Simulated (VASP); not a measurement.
# Hf (P6_3/mmc) in VASP: notebook

Hf is run at these levels: r2SCAN; tasks: single point, relaxation of cell and atoms.

All numbers are computed with VASP 6.6.1; they aren't measurements. Logs are shortened: lines on timing, memory, paths and dates and some standing lists are left out, and cuts for length are marked.

### Step 1. The cell of the first run

The structure is hexagonal, space group P6_3/mmc (No. 194). Conventional cell: a = 3.198 Å, b = 3.198 Å, c = 5.050 Å, α = 90.00°, β = 90.00°, γ = 120.00°. Within 4.1 Å of Hf (site symmetry -6m2) lie 12 Hf at 3.13 to 3.20 Å.

### Step 2. Single point, r2SCAN

POSCAR reads:

```
Hf
1.0
    3.1983654345      0.0000000000      0.0000000000
   -1.5991827172      2.7698657169      0.0000000000
    0.0000000000      0.0000000000      5.0499409082
Hf
2
Direct
    0.3333333333      0.6666666667      0.2500000000
    0.6666666667      0.3333333333      0.7500000000
```

INCAR.step1 reads:

```
SYSTEM = Hf
PREC = Accurate
ENCUT = 520
ISMEAR = 0
SIGMA = 0.1
LREAL = .False.
LASPH = .True.
NELM = 100
NBANDS = 17
GGA = PE
ALGO = Normal
EDIFF = 1E-4
LWAVE = .True.
LCHARG = .False.
```

INCAR.step2 reads:

```
SYSTEM = Hf
PREC = Accurate
ENCUT = 520
EDIFF = 1E-7
ISMEAR = 0
SIGMA = 0.1
LREAL = .False.
LASPH = .True.
NELM = 100
ALGO = Normal
ISIF = 2
LWAVE = .False.
LCHARG = .False.
METAGGA = R2SCAN
LMIXTAU = .True.
NBANDS = 17
ISTART = 1
```

KPOINTS reads:

```
Automatic mesh
0
Gamma
  12 12 8
  0 0 0
```

Potentials or basis: VASP PAW PBE potentials, release 64 (Hf_pv).

Started as:

```bash
> cat potpaw_PBE.64/Hf_pv/POTCAR > POTCAR
> cp INCAR.step1 INCAR
> mpirun -np 1 vasp_std > vasp.out
> cp INCAR.step2 INCAR
> mpirun -np 1 vasp_std > vasp.out
```

OUTCAR:

```text
SYSTEM = Hf
   PREC = Accurate
   ENCUT = 520
   EDIFF = 1E-7
   ISMEAR = 0
   LREAL = .False.
   LASPH = .True.
   NELM = 100
   ISIF = 2
   METAGGA = R2SCAN
   ISTART = 1

 ion  position               nearest neighbor table
   1  0.333  0.667  0.250-   2 3.13   2 3.13   2 3.13   2 3.13   2 3.13   2 3.13
   2  0.667  0.333  0.750-   1 3.13   1 3.13   1 3.13   1 3.13   1 3.13   1 3.13

  LATTYP: Found a hexagonal cell.
 ALAT       =     3.1983654345
 C/A-ratio  =     1.5789130453

  Lattice vectors:

 A1 = (   3.1983654345,   0.0000000000,   0.0000000000)
 A2 = (  -1.5991827172,   2.7698657169,   0.0000000000)
 A3 = (   0.0000000000,   0.0000000000,   5.0499409082)

Analysis of symmetry for initial positions (statically):
=====================================================================
 Subroutine PRICEL returns:
 Original cell was already a primitive cell.

 Routine SETGRP: Setting up the symmetry group for a
 hexagonal supercell.

 Subroutine GETGRP returns: Found 24 space group operations
 (whereof 12 operations were pure point group operations)
 out of a pool of 24 trial point group operations.

The static configuration has the point symmetry D_3d.
 The point group associated with its full space group is D_6h.

Analysis of symmetry for dynamics (positions and initial velocities):
=====================================================================
 Subroutine PRICEL returns:
 Original cell was already a primitive cell.

 Routine SETGRP: Setting up the symmetry group for a
 hexagonal supercell.

 Subroutine GETGRP returns: Found 24 space group operations
 (whereof 12 operations were pure point group operations)
 out of a pool of 24 trial point group operations.

The dynamic configuration has the point symmetry D_3d.
 The point group associated with its full space group is D_6h.

 Subroutine INISYM returns: Found 24 space group operations
 (whereof 12 operations are pure point group operations),
 and found     1 'primitive' translations

----------------------------------------------------------------------------------------

                                     Primitive cell

  volume of cell :      44.7376

  direct lattice vectors                    reciprocal lattice vectors
     3.198365434  0.000000000  0.000000000     0.312659707  0.180514166  0.000000000
    -1.599182717  2.769865717  0.000000000     0.000000000  0.361028332  0.000000000
[... 83 lines left out ...]
   ENCUT  =  520.0 eV  38.22 Ry    6.18 a.u.   5.95  5.95  9.39*2*pi/ulx,y,z
   NELM   =    100;   NELMIN=  2; NELMDL=  0     # of ELM steps
   EDIFF  = 0.1E-06   stopping-criterion for ELM
   LREAL  =      F    real-space projection
   EDIFFG = 0.1E-05   stopping-criterion for IOM
   NSW    =      0    number of steps for IOM
   IBRION =     -1    ionic relax: 0-MD 1-quasi-New 2-CG
   NFREE  =      0    steps in history (QN), initial steepest desc. (CG)
   ISIF   =      2    stress and relaxation
   ISYM   =      2    0-nonsym 1-usesym 2-fastsym
   POTIM  = 0.5000    time-step for ionic-motion
   TEBEG  =    0.0;   TEEND  =   0.0 temperature during run
   PSTRESS=    0.0 pullay stress
   NELECT =      20.0000    total number of electrons
   NUPDOWN=      -1.0000    fix difference up-down
   EMIN   =  10.00;   EMAX   =-10.00  energy-range for DOS
   EFERMI =   0.00;   METHOD = LEGACY
   ISMEAR =     0;   SIGMA  =   0.10  broadening in eV -4-tet -1-fermi 0-gaus
   EFERMI_NEDOS =   21; number of points for ismear=-14 and -15
   IALGO  =     38    algorithm
   IMIX   =      4    mixing-type and parameters
     AMIX     =   0.40;   BMIX     =  1.00
     AMIX_MAG =   1.60;   BMIX_MAG =  1.00
  volume/ion in A,a.u.               =      22.37       150.95
  Fermi-wavevector in a.u.,A,eV,Ry     =   1.251777  2.365516 21.319606  1.566947
  Thomas-Fermi vector in A             =   2.385709
   LORBIT       =      0    0 simple, 1 ext, 2 COOP (PROOUT), +10 PAW based schemes
   METAGGA = R2SCAN    functional components
   LHFCALC =     F    Hartree Fock is set to
   AEXX    =    0.0000 exact exchange contribution
   IVDW    =     0    specifies the selected vdW correction
   LEPSILON=     F    determine dielectric tensor
   LRPA    =     F    only Hartree local field effects (RPA)
 non-spin polarized calculation
 Gauss-broadening in eV      SIGMA  =   0.10
  energy-cutoff  :      520.00
  volume of cell :       44.74
 maximum number of plane-waves:      1236
 NGX is ok and might be reduce to    24
   NGX = 11   NGY = 11   NGZ = 19

 number of electron      20.0000004 magnetization

 Free energy of the ion-electron system (eV)
  ---------------------------------------------------
  ext. energy  EPLUGINS =         0.00000000
  ---------------------------------------------------
  free energy    TOTEN  =       -90.30562979 eV

  energy without entropy =      -90.29863784  energy(sigma->0) =      -90.30213382

 E-fermi :   4.8449     XC(G=0): -12.1544

 val. band max:        4.8395397196   @ k =   0.0833   0.0000   0.5000
 cond. band min:       4.8590823601   @ k =   0.3333   0.1667   0.5000
 fundamental gap:      0.0195426405
 Fermi energy:         4.8448571564

 k-point     1 :       0.0000    0.0000    0.0000
  band No.  band energies     occupation
      1     -27.4189      2.00000
      2     -26.6522      2.00000
      3     -26.6522      2.00000
      4     -26.5220      2.00000
      5     -26.5220      2.00000
      6     -26.5212      2.00000
[... 457 lines left out ...]
      4     -26.7821      2.00000
      5     -26.6506      2.00000
      6     -26.5955      2.00000
[... 9 lines left out ...]
     16       9.6332      0.00000
     17      11.4023      0.00000

 [... further k-points ...]

------------------------ aborting loop because EDIFF is reached ----------------------------------------

  FORCE on cell =-STRESS in cart. coord.  units (eV):
  Direction    XX          YY          ZZ          XY          YZ          ZX
  --------------------------------------------------------------------------------------
  -------------------------------------------------------------------------------------
  Total       -0.1492435     -0.1492435     -0.1913046     -0.0000000      0.0000000      0.0000000
  in kB       -5.3448162     -5.3448162     -6.8511401     -0.0000000      0.0000000      0.0000000
  external PRESSURE =      -5.8469242 kB  Pullay stress =       0.0000000 kB

 VOLUME and BASIS-vectors are now :
 -----------------------------------------------------------------------------
  energy-cutoff  :      520.00
  volume of cell :       44.74
      direct lattice vectors                 reciprocal lattice vectors
     3.198365434  0.000000000  0.000000000     0.312659707  0.180514166  0.000000000
    -1.599182717  2.769865717  0.000000000     0.000000000  0.361028332  0.000000000
     0.000000000  0.000000000  5.049940908     0.000000000  0.000000000  0.198022119

 POSITION                                       TOTAL-FORCE (eV/Angst)
 -----------------------------------------------------------------------------------
     -0.00000      1.84658      1.26249        -0.000000     -0.000000      0.000000
      1.59918      0.92329      3.78746         0.000000      0.000000      0.000000
 -----------------------------------------------------------------------------------
    total drift:                               -0.000000      0.000000     -0.000000

  FREE ENERGIE OF THE ION-ELECTRON SYSTEM (eV)
  ---------------------------------------------------
  free  energy   TOTEN  =       -90.3056297903 eV

  energy  without entropy=      -90.2986378416  energy(sigma->0) =      -90.30213382
```

OUTCAR.step1:

```text
SYSTEM = Hf
   PREC = Accurate
   ENCUT = 520
   ISMEAR = 0
   LREAL = .False.
   LASPH = .True.
[... 705 lines left out ...]
     -0.00000      1.84658      1.26249         0.000000      0.000000      0.000000
      1.59918      0.92329      3.78746        -0.000000     -0.000000      0.000000
 -----------------------------------------------------------------------------------
    total drift:                               -0.000000      0.000000     -0.000000

  FREE ENERGIE OF THE ION-ELECTRON SYSTEM (eV)
  ---------------------------------------------------
  free  energy   TOTEN  =       -19.8527393610 eV

  energy  without entropy=      -19.8440528602  energy(sigma->0) =      -19.84839611
```

OSZICAR.step1:

```text
N       E                     dE             d eps       ncg     rms          rms(c)
DAV:   1     0.504333282751E+02    0.50433E+02   -0.11355E+04  3246   0.112E+03
DAV:   2    -0.186807952121E+02   -0.69114E+02   -0.67449E+02  4097   0.248E+02
DAV:   3    -0.205544030399E+02   -0.18736E+01   -0.18518E+01  4276   0.270E+01
DAV:   4    -0.205690658857E+02   -0.14663E-01   -0.14652E-01  3985   0.290E+00
DAV:   5    -0.205692210015E+02   -0.15512E-03   -0.15508E-03  4174   0.261E-01    0.653E+01
DAV:   6    -0.200448307697E+02    0.52439E+00   -0.49143E-01  3823   0.453E+00    0.387E+01
DAV:   7    -0.198629500845E+02    0.18188E+00   -0.82681E-01  3928   0.562E+00    0.186E+00
DAV:   8    -0.198526394542E+02    0.10311E-01   -0.52124E-02  3795   0.148E+00    0.286E-01
DAV:   9    -0.198527526650E+02   -0.11321E-03   -0.11508E-03  4357   0.241E-01    0.187E-01
DAV:  10    -0.198527393610E+02    0.13304E-04   -0.66492E-05  2447   0.564E-02
   1 F= -.19852739E+02 E0= -.19848396E+02  d E =-.868650E-02
```

It took 4.4 min on 1 thread of Intel Xeon Platinum 8375C at 2.90GHz (Ice Lake), shared host; peak memory 0.2 GiB.

Results:

```
Free energy            : -90.3056 eV
Pressure               : -0.6 GPa
Band gap on the k mesh : zero (bands 10 and 11 overlap by 1.69 eV)
```

Stress tensor (GPa, compression positive):
```
-0.53  0.00  0.00
 0.00 -0.53  0.00
 0.00  0.00 -0.69
```

Caveat: the PAW data sets were made with another functional, which shifts forces and pressure a little; spin-orbit coupling is left out, which moves the levels of the heavy elements.

### Step 3. Relaxation of cell and atoms, r2SCAN

POSCAR reads:

```
Hf
1.0
    3.1967000000      0.0000000000      0.0000000000
   -1.5983500000      2.7684234083      0.0000000000
    0.0000000000      0.0000000000      5.0578000000
Hf
2
Direct
    0.3333333333      0.6666666667      0.2500000000
    0.6666666667      0.3333333333      0.7500000000
```

INCAR.step1 reads:

```
  PREC = Accurate
  ENCUT = 600
  ISMEAR = 0
  SIGMA = 0.1
  LREAL = False
  LASPH = True
  NELM = 60
  GGA = PE
  ALGO = Normal
  EDIFF = 1E-4
  LWAVE = True
  LCHARG = False
```

INCAR.step2 reads:

```
  PREC = Accurate
  ENCUT = 600
  EDIFF = 1E-6
  ISMEAR = 0
  SIGMA = 0.1
  LREAL = False
  LASPH = True
  NELM = 60
  ALGO = Normal
  ISIF = 3
  LWAVE = False
  LCHARG = False
  METAGGA = R2SCAN
  LMIXTAU = True
  IBRION = 2
  NSW = 90
  EDIFFG = -0.02
  ISTART = 1
```

KPOINTS reads:

```
regular mesh
0
Gamma
  12 12 8
```

Potentials or basis: VASP PAW PBE potentials, release 64 (Hf_pv).

Started as:

```bash
> cat potpaw_PBE.64/Hf_pv/POTCAR > POTCAR
> cp INCAR.step1 INCAR
> mpirun -np 1 vasp_std > vasp.out
> cp INCAR.step2 INCAR
> mpirun -np 1 vasp_std > vasp.out
```

Wall time 12 min (1 thread of Intel Xeon Platinum 8375C at 2.90GHz (Ice Lake), shared host); peak memory 0.23 GiB.

The run converged. Its results:

```
Free energy                           : -90.3062 eV
Relaxed volume                        : 22.24 Å³/atom
Relaxed cell                          : a = 3.192 Å, b = 3.192 Å, c = 5.043 Å, α = 90.00°, β = 90.00°, γ = 120.00°
Space group after relaxing (to 0.1 Å) : P6_3/mmc (No. 194)
Energy gained by relaxing             : 0.3 meV/atom
Ionic steps                           : 3
Pressure after relaxing               : 0.0 GPa
Band gap on the k mesh                : zero (bands 10 and 11 overlap by 1.69 eV)
```

Stress tensor (GPa, compression positive):
```
 0.10  0.00  0.00
 0.00  0.10  0.00
 0.00  0.00 -0.13
```

Step by step:
| step | energy change (eV) | largest force (eV/Å) | pressure (GPa) | volume (Å³) |
| --- | --- | --- | --- | --- |
| 1 | 0.0000 | 0.0000 | -0.66 | 44.76 |
| 2 | 0.0003 | 0.0000 | 0.86 | 44.16 |
| 3 | -0.0006 | 0.0000 | 0.02 | 44.49 |

Final structure:
```
Hf
1.0
     3.19162    0.00000    0.00000
    -1.59581    2.76402    0.00000
     0.00000    0.00000    5.04298
Hf
2
Cartesian
  0.0000 1.8427 1.2607
  1.5958 0.9213 3.7822
```

Levels at points of the mesh, in eV from the Fermi level:
```tsv
k point	band 6	band 7	band 8	band 9	band 10	band 11	band 12	band 13	band 14
(0.00, 0.00, 0.00)	-31.35	-7.79	-3.87	0.42	1.32	1.32	1.64	2.20	2.20
(0.50, 0.00, 0.00)	-31.44	-3.52	-2.88	-2.35	-1.02	0.92	0.96	1.82	6.22
(0.00, 0.00, 0.50)	-31.41	-5.71	-5.71	0.14	0.14	1.22	1.22	1.22	1.22
(0.50, 0.00, 0.50)	-31.55	-3.56	-3.56	-1.04	-1.04	1.08	1.08	2.88	2.88
```

Caveat: the PAW data sets were made with another functional, which shifts forces and pressure a little; spin-orbit coupling is left out, which moves the levels of the heavy elements.

The gap in the log of VASP goes by the Fermi energy; the results here count the filled bands.